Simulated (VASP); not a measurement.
# Be3Te (Fm-3m) in VASP: notebook

The runs below take Be3Te through single point, with PBE.

All numbers are computed with VASP 6.6.1; they aren't measurements. Logs are shortened: lines on timing, memory, paths and dates and some standing lists are left out, and cuts for length are marked.

### Step 1. The cell of the first run

It takes space group Fm-3m (No. 225, cubic). Conventional cell: a = 6.105 Å, b = 6.105 Å, c = 6.105 Å, α = 90.00°, β = 90.00°, γ = 90.00°. Within 3.5 Å of Be (site symmetry -43m) lie 10 Be at 2.64 to 3.05 Å and 4 Te at 2.64 Å. Be (site symmetry m-3m) has 8 Be at 2.64 Å and 6 Te at 3.05 Å within 3.5 Å. Within 3.5 Å of Te (site symmetry m-3m) lie 14 Be at 2.64 to 3.05 Å.

The cell was generated, and may not be a known phase.

### Step 2. Single point, PBE

File INCAR:

```
SYSTEM = Be3Te
PREC = Accurate
ENCUT = 600
EDIFF = 1E-6
ISMEAR = 0
SIGMA = 0.2
LREAL = .False.
LASPH = .True.
NELM = 120
ALGO = Normal
ISIF = 2
LWAVE = .False.
LCHARG = .True.
GGA = PE
LELF = .True.
LVHAR = .True.
NBANDS = 14
GGA_COMPAT = .False.
```

File KPOINTS:

```
Automatic mesh
0
Gamma
  6 6 6
  0 0 0
```

File POSCAR:

```
Be3Te
1.0
    0.0000000000      3.0525677100      3.0525677100
    3.0525677100      0.0000000000      3.0525677100
    3.0525677100      3.0525677100      0.0000000000
Be Te
3 1
Direct
    0.2500000000      0.2500000000      0.2500000000
    0.7500000000      0.7500000000      0.7500000000
    0.5000000000      0.5000000000      0.5000000000
    0.0000000000      0.0000000000      0.0000000000
```

Potentials or basis: VASP PAW PBE potentials, release 64 (Be, Te).

On the command line:

```console
$ cat potpaw_PBE.64/Be/POTCAR potpaw_PBE.64/Te/POTCAR > POTCAR
$ mpirun -np 1 vasp_std > vasp.out
```

OUTCAR:

```text
SYSTEM = Be3Te
   PREC = Accurate
   ENCUT = 600
   EDIFF = 1E-6
   ISMEAR = 0
   LREAL = .False.
   LASPH = .True.
   NELM = 120
   ISIF = 2
   GGA = PE

 ion  position               nearest neighbor table
   1  0.250  0.250  0.250-   4 2.64   4 2.64   4 2.64   4 2.64
   2  0.750  0.750  0.750-   4 2.64   4 2.64   4 2.64   4 2.64
   3  0.500  0.500  0.500-
   4  0.000  0.000  0.000-   2 2.64   2 2.64   2 2.64   1 2.64   2 2.64   1 2.64   1 2.64   1 2.64

  LATTYP: Found a face centered cubic cell.
 ALAT       =     6.1051354200

  Lattice vectors:

 A1 = (   0.0000000000,   3.0525677100,   3.0525677100)
 A2 = (   3.0525677100,   0.0000000000,   3.0525677100)
 A3 = (   3.0525677100,   3.0525677100,   0.0000000000)

Analysis of symmetry for initial positions (statically):
=====================================================================
 Subroutine PRICEL returns:
 Original cell was already a primitive cell.

 Routine SETGRP: Setting up the symmetry group for a
 face centered cubic supercell.

 Subroutine GETGRP returns: Found 48 space group operations
 (whereof 48 operations were pure point group operations)
 out of a pool of 48 trial point group operations.

The static configuration has the point symmetry O_h .

Analysis of symmetry for dynamics (positions and initial velocities):
=====================================================================
 Subroutine PRICEL returns:
 Original cell was already a primitive cell.

 Routine SETGRP: Setting up the symmetry group for a
 face centered cubic supercell.

 Subroutine GETGRP returns: Found 48 space group operations
 (whereof 48 operations were pure point group operations)
 out of a pool of 48 trial point group operations.

The dynamic configuration has the point symmetry O_h .

 Subroutine INISYM returns: Found 48 space group operations
 (whereof 48 operations are pure point group operations),
 and found     1 'primitive' translations

----------------------------------------------------------------------------------------

                                     Primitive cell

  volume of cell :      56.8887

  direct lattice vectors                    reciprocal lattice vectors
     0.000000000  3.052567710  3.052567710    -0.163796530  0.163796530  0.163796530
     3.052567710  0.000000000  3.052567710     0.163796530 -0.163796530  0.163796530
     3.052567710  3.052567710  0.000000000     0.163796530  0.163796530 -0.163796530

  length of vectors
     4.316982656  4.316982656  4.316982656     0.283703913  0.283703913  0.283703913

  position of ions in fractional coordinates (direct lattice)
     0.250000000  0.250000000  0.250000000
     0.750000000  0.750000000  0.750000000
     0.500000000  0.500000000  0.500000000
     0.000000000  0.000000000  0.000000000

  ion indices of the primitive-cell ions
   primitive index   ion index
                 1           1
                 2           2
                 3           3
                 4           4

----------------------------------------------------------------------------------------

 KPOINTS: Automatic mesh

Automatic generation of k-mesh.
 Grid dimensions read from file:
 generate k-points for:    6    6    6

 Generating k-lattice:

  Cartesian coordinates                     Fractional coordinates (reciprocal lattice)
    -0.027299422  0.027299422  0.027299422     0.166666667  0.000000000  0.000000000
     0.027299422 -0.027299422  0.027299422     0.000000000  0.166666667  0.000000000
     0.027299422  0.027299422 -0.027299422     0.000000000  0.000000000  0.166666667

  Length of vectors
     0.047283985  0.047283985  0.047283985

  Shift w.r.t. Gamma in fractional coordinates (k-lattice)
     0.000000000  0.000000000  0.000000000

 Subroutine IBZKPT returns following result:
 ===========================================

 Found     16 irreducible k-points:

 Following reciprocal coordinates:
            Coordinates               Weight
  0.000000  0.000000  0.000000      1.000000
  0.166667  0.000000  0.000000      8.000000
  0.333333  0.000000  0.000000      8.000000
  0.500000  0.000000  0.000000      4.000000
  0.166667  0.166667  0.000000      6.000000
  0.333333  0.166667  0.000000     24.000000
[... 8 lines left out ...]
 -0.333333  0.333333  0.166667     24.000000
 -0.333333  0.500000  0.166667     12.000000
   k-points           NKPTS =     16   k-points in BZ     NKDIM =     16   number of bands    NBANDS=     14
   number of dos      NEDOS =    301   number of ions     NIONS =      4
   total plane-waves  NPLWV =  46656
   dimension x,y,z NGX =    36 NGY =   36 NGZ =   36
   dimension x,y,z NGXF=    72 NGYF=   72 NGZF=   72
   ions per type =               3   1
   NGX,Y,Z   is equivalent  to a cutoff of  13.86, 13.86, 13.86 a.u.
   NGXF,Y,Z  is equivalent  to a cutoff of  27.73, 27.73, 27.73 a.u.
 SYSTEM =  Be3Te
   PREC   = accura    normal or accurate (medium, high low for compatibility)
   ISTART =      0    job   : 0-new  1-cont  2-samecut
   ICHARG =      2    charge: 1-file 2-atom 10-const
   ISPIN  =      1    spin polarized calculation?
   LNONCOLLINEAR =      F non collinear calculations
   LSORBIT =      F    spin-orbit coupling
   LASPH  =      T    aspherical Exc in radial PAW
   ENCUT  =  600.0 eV  44.10 Ry    6.64 a.u.   8.62  8.62  8.62*2*pi/ulx,y,z
   NELM   =    120;   NELMIN=  2; NELMDL= -5     # of ELM steps
   EDIFF  = 0.1E-05   stopping-criterion for ELM
   LREAL  =      F    real-space projection
   EDIFFG = 0.1E-04   stopping-criterion for IOM
   NSW    =      0    number of steps for IOM
   IBRION =     -1    ionic relax: 0-MD 1-quasi-New 2-CG
   NFREE  =      0    steps in history (QN), initial steepest desc. (CG)
   ISIF   =      2    stress and relaxation
   ISYM   =      2    0-nonsym 1-usesym 2-fastsym
   POTIM  = 0.5000    time-step for ionic-motion
   TEBEG  =    0.0;   TEEND  =   0.0 temperature during run
   PSTRESS=    0.0 pullay stress
   NELECT =      12.0000    total number of electrons
   NUPDOWN=      -1.0000    fix difference up-down
   EMIN   =  10.00;   EMAX   =-10.00  energy-range for DOS
   EFERMI =   0.00;   METHOD = LEGACY
   ISMEAR =     0;   SIGMA  =   0.20  broadening in eV -4-tet -1-fermi 0-gaus
   EFERMI_NEDOS =   21; number of points for ismear=-14 and -15
   IALGO  =     38    algorithm
   IMIX   =      4    mixing-type and parameters
     AMIX     =   0.40;   BMIX     =  1.00
     AMIX_MAG =   1.60;   BMIX_MAG =  1.00
  volume/ion in A,a.u.               =      14.22        95.98
  Fermi-wavevector in a.u.,A,eV,Ry     =   0.974526  1.841586 12.921456  0.949700
  Thomas-Fermi vector in A             =   2.104992
   LORBIT       =      0    0 simple, 1 ext, 2 COOP (PROOUT), +10 PAW based schemes
   GGA     = PE    functional components
   LHFCALC =     F    Hartree Fock is set to
   AEXX    =    0.0000 exact exchange contribution
   IVDW    =     0    specifies the selected vdW correction
   LEPSILON=     F    determine dielectric tensor
   LRPA    =     F    only Hartree local field effects (RPA)
 non-spin polarized calculation
 Gauss-broadening in eV      SIGMA  =   0.20
  energy-cutoff  :      600.00
  volume of cell :       56.89
 maximum number of plane-waves:      1917
 NGX is ok and might be reduce to    36
   NGX = 17   NGY = 17   NGZ = 17

 number of electron      11.9999999 magnetization

 Free energy of the ion-electron system (eV)
  ---------------------------------------------------
  ext. energy  EPLUGINS =         0.00000000
  ---------------------------------------------------
  free energy    TOTEN  =       -10.41698447 eV

  energy without entropy =      -10.33832241  energy(sigma->0) =      -10.37765344

 E-fermi :   7.5047     XC(G=0): -10.1416

 val. band max:        7.4715933433   @ k =   0.1667   0.0000   0.0000
 cond. band min:       7.5228994886   @ k =   0.5000   0.1667   0.0000
 fundamental gap:      0.0513061454
 Fermi energy:         7.5047219165

 k-point     1 :       0.0000    0.0000    0.0000
  band No.  band energies     occupation
      1      -6.5585      2.00000
      2       4.5226      2.00000
      3       4.5226      2.00000
      4       4.5226      2.00000
      5       5.2307      2.00000
      6       7.1302      1.99191
      7       7.1302      1.99191
      8       7.1302      1.99191
      9       9.0816      0.00000
     10       9.0816      0.00000
     11       9.0816      0.00000
     12      10.0141      0.00000
     13      13.1527      0.00000
     14      13.1527      0.00000

 k-point     2 :       0.1667    0.0000    0.0000
  band No.  band energies     occupation
      1      -6.3482      2.00000
      2       2.2557      2.00000
      3       4.1923      2.00000
      4       4.1923      2.00000
      5       5.8744      2.00000
      6       7.4716      1.18521
      7       7.4716      1.18521
      8       8.2026      0.00000
      9       8.8141      0.00000
     10       8.8141      0.00000
     11       9.2911      0.00000
     12      11.1842      0.00000
     13      14.6285      0.00000
     14      14.6285      0.00000

 k-point     3 :       0.3333    0.0000    0.0000
  band No.  band energies     occupation
      1      -5.8248      2.00000
      2       0.0937      2.00000
      3       3.7913      2.00000
      4       3.7913      2.00000
      5       5.6354      2.00000
      6       6.7935      2.00000
      7       6.7935      2.00000
      8       8.6597      0.00000
      9      10.4534      0.00000
     10      10.4534      0.00000
     11      10.6070      0.00000
     12      14.3359      0.00000
     13      15.0931      0.00000
     14      16.0243      0.00000
[... 188 lines left out ...]
 k-point    15 :      -0.3333    0.3333    0.1667
  band No.  band energies     occupation
      1      -5.1660      2.00000
      2      -0.1229      2.00000
      3       1.0374      2.00000
      4       1.9345      2.00000
      5       6.6895      2.00000
      6       6.7946      2.00000
      7       9.3737      0.00000
      8       9.4108      0.00000
      9      10.3799      0.00000
     10      11.5513      0.00000
     11      13.1870      0.00000
     12      13.3239      0.00000
     13      16.0587      0.00000
     14      16.1410      0.00000

 k-point    16 :      -0.3333    0.5000    0.1667
  band No.  band energies     occupation
      1      -5.0522      2.00000
      2       0.1023      2.00000
      3       1.0466      2.00000
      4       1.1769      2.00000
      5       5.6688      2.00000
      6       7.1598      1.98528
      7       8.9649      0.00000
      8      10.1090      0.00000
      9      12.1402      0.00000
     10      12.8846      0.00000
     11      13.0335      0.00000
     12      13.7428      0.00000
     13      15.3242      0.00000
     14      16.1423      0.00000

------------------------ aborting loop because EDIFF is reached ----------------------------------------

  FORCE on cell =-STRESS in cart. coord.  units (eV):
  Direction    XX          YY          ZZ          XY          YZ          ZX
  --------------------------------------------------------------------------------------
  -------------------------------------------------------------------------------------
  Total       -0.2573668     -0.2573668     -0.2573668      0.0000000      0.0000000      0.0000000
  in kB       -7.2483176     -7.2483176     -7.2483176      0.0000000      0.0000000      0.0000000
  external PRESSURE =      -7.2483176 kB  Pullay stress =       0.0000000 kB

 VOLUME and BASIS-vectors are now :
 -----------------------------------------------------------------------------
  energy-cutoff  :      600.00
  volume of cell :       56.89
      direct lattice vectors                 reciprocal lattice vectors
     0.000000000  3.052567710  3.052567710    -0.163796530  0.163796530  0.163796530
     3.052567710  0.000000000  3.052567710     0.163796530 -0.163796530  0.163796530
     3.052567710  3.052567710  0.000000000     0.163796530  0.163796530 -0.163796530

 POSITION                                       TOTAL-FORCE (eV/Angst)
 -----------------------------------------------------------------------------------
      1.52628      1.52628      1.52628         0.000000      0.000000      0.000000
      4.57885      4.57885      4.57885        -0.000000     -0.000000     -0.000000
      3.05257      3.05257      3.05257         0.000000     -0.000000     -0.000000
      0.00000      0.00000      0.00000         0.000000     -0.000000      0.000000
 -----------------------------------------------------------------------------------
    total drift:                               -0.000000     -0.000000     -0.000000

  FREE ENERGIE OF THE ION-ELECTRON SYSTEM (eV)
  ---------------------------------------------------
  free  energy   TOTEN  =       -10.4169844737 eV

  energy  without entropy=      -10.3383224054  energy(sigma->0) =      -10.37765344
```

Wall time 22 s (1 thread of Intel Xeon Platinum 8488C (Sapphire Rapids), shared host); peak memory 0.2 GiB.

What came out:

```
Free energy            : -10.4170 eV
Pressure               : -0.7 GPa
Band gap on the k mesh : zero (bands 6 and 7 overlap by 2.72 eV)
```

Levels at points of the mesh, in eV from the Fermi level:
```tsv
k point	band 4	band 5	band 6	band 7	band 8	band 9
(0.00, 0.00, 0.00)	-2.98	-2.27	-0.37	-0.37	-0.37	1.58
(0.50, 0.00, 0.00)	-3.85	-1.99	-1.09	-1.09	1.12	5.14
(0.50, 0.50, 0.00)	-5.69	-3.60	-1.81	4.27	4.27	5.10
```

Caveat: spin-orbit coupling is left out, which moves the levels of the heavy elements.

### Step 3. Single point, PBE

This run uses another cell than the first one, of 13.88 Å³/atom.

File INCAR:

```
SYSTEM = Be3Te
ALGO = Normal
EDIFF = 1E-6
ENCUT = 600
GGA = PE
GGA_COMPAT = .FALSE.
ISIF = 2
ISMEAR = 0
LASPH = .TRUE.
LCHARG = .TRUE.
LELF = .TRUE.
LREAL = .FALSE.
LVHAR = .TRUE.
LWAVE = .FALSE.
NBANDS = 14
NELM = 120
PREC = Accurate
SIGMA = 0.2
```

File KPOINTS:

```
k-points
0
G
  6 6 6
  0 0 0
```

File POSCAR:

```
Be3Te
1.0
    0.0000000000      3.0277329700      3.0277329700
    3.0277329700      0.0000000000      3.0277329700
    3.0277329700      3.0277329700      0.0000000000
Be Te
3 1
Direct
    0.2500000000      0.2500000000      0.2500000000
    0.7500000000      0.7500000000      0.7500000000
    0.0000000000      0.0000000000      0.0000000000
    0.5000000000      0.5000000000      0.5000000000
```

Potentials or basis: VASP PAW PBE potentials, release 64 (Be, Te).

On the command line:

```console
$ cat potpaw_PBE.64/Be/POTCAR potpaw_PBE.64/Te/POTCAR > POTCAR
$ mpirun -np 1 vasp_std > vasp.out
```

It took 22 s on 1 thread of Intel Xeon Platinum 8488C (Sapphire Rapids), shared host; peak memory 0.2 GiB.

The run converged. Its results:

```yaml
Free_energy: -10.4175 eV
Pressure: 0.6 GPa
Band_gap_on_the_k_mesh: zero (bands 6 and 7 overlap by 2.82 eV)
```

Levels at points of the mesh, in eV from the Fermi level:
```tsv
k point	band 2	band 3	band 4	band 5	band 6	band 7	band 8	band 9	band 10	band 11
(0.00, 0.00, 0.00)	-3.02	-3.02	-3.02	-2.15	-0.43	-0.43	-0.43	1.57	1.57	1.57
(0.50, 0.00, 0.00)	-8.49	-3.92	-3.92	-1.96	-1.16	-1.16	1.17	5.31	5.34	5.48
(0.50, 0.50, 0.00)	-7.90	-5.82	-5.82	-3.64	-1.83	4.37	4.37	5.16	5.16	6.12
```

Caveat: spin-orbit coupling is left out, which moves the levels of the heavy elements.

### Step 4. Single point, PBE

This run uses another cell than the first one, of 14.15 Å³/atom.

File INCAR:

```
SYSTEM = Be3Te
PREC     = Accurate       ! precision mode
ENCUT    = 600            ! plane-wave cutoff, eV
EDIFF    = 1E-6           ! SCF threshold, eV
ISMEAR   = 0              ! smearing method
SIGMA    = 0.2            ! smearing width, eV
LREAL    = .False.        ! projectors in reciprocal space
LASPH    = .True.         ! aspherical terms in the spheres
NELM     = 120            ! most SCF steps
ALGO     = Normal         ! electronic algorithm
ISIF     = 2              ! what is computed and relaxed
LWAVE    = .False.        ! write WAVECAR
LCHARG   = .True.         ! write CHGCAR
GGA      = PE             ! functional
LELF     = .True.         ! ELF
LVHAR    = .True.       
NBANDS   = 14             ! bands
GGA_COMPAT= .False.
```

File KPOINTS:

```
Automatic mesh
0
Gamma
  6 6 6
  0 0 0
```

File POSCAR:

```
Be3Te
1.0
    0.0000000000      3.0471619458      3.0471619458
    3.0471619458      0.0000000000      3.0471619458
    3.0471619458      3.0471619458      0.0000000000
Be Te
3 1
Direct
    0.5000000000      0.5000000000      0.5000000000
    0.2500000000      0.2500000000      0.2500000000
    0.7500000000      0.7500000000      0.7500000000
    0.0000000000      0.0000000000      0.0000000000
```

On the command line:

```console
$ cat potpaw_PBE.64/Be/POTCAR potpaw_PBE.64/Te/POTCAR > POTCAR
$ mpirun -np 1 vasp_std > vasp.out
```

Wall time 20 s (1 thread of Intel Xeon Platinum 8488C (Sapphire Rapids), shared host); peak memory 0.2 GiB.

The run converged. Its results:

* Free energy: -10.4181 eV
* Pressure: -0.4 GPa
* Band gap on the k mesh: zero (bands 6 and 7 overlap by 2.74 eV)

Levels at points of the mesh, in eV from the Fermi level:
```tsv
k point	band 4	band 5	band 6	band 7	band 8	band 9
(0.00, 0.00, 0.00)	-2.99	-2.25	-0.39	-0.39	-0.39	1.57
(0.50, 0.00, 0.00)	-3.86	-1.98	-1.11	-1.11	1.13	5.18
(0.50, 0.50, 0.00)	-5.72	-3.61	-1.82	4.30	4.30	5.12
```

Caveat: spin-orbit coupling is left out, which moves the levels of the heavy elements.

### Step 5. Overview

| cell | gap on the mesh (eV) | pressure (GPa) |
| --- | --- | --- |
| a = 4.317 Å, angles 60.0°, 4 atoms | none | -0.7 |
| a = 4.282 Å, angles 60.0°, 4 atoms | none | 0.6 |
| a = 4.309 Å, angles 60.0°, 4 atoms | none | -0.4 |

Alike in all rows: task single point; level PBE; potentials or basis VASP PAW PBE potentials, release 64 (Be, Te); no spin polarisation; k mesh 6 × 6 × 6; cutoff (eV) 600; smearing gaussian 0.2 eV.

Caveats: spin-orbit coupling is left out, which moves the levels of the heavy elements.

Total energies depend on the potentials used, so only differences within one code and one set of settings carry meaning.

The gap in the log of VASP goes by the Fermi energy; the results here count the filled bands.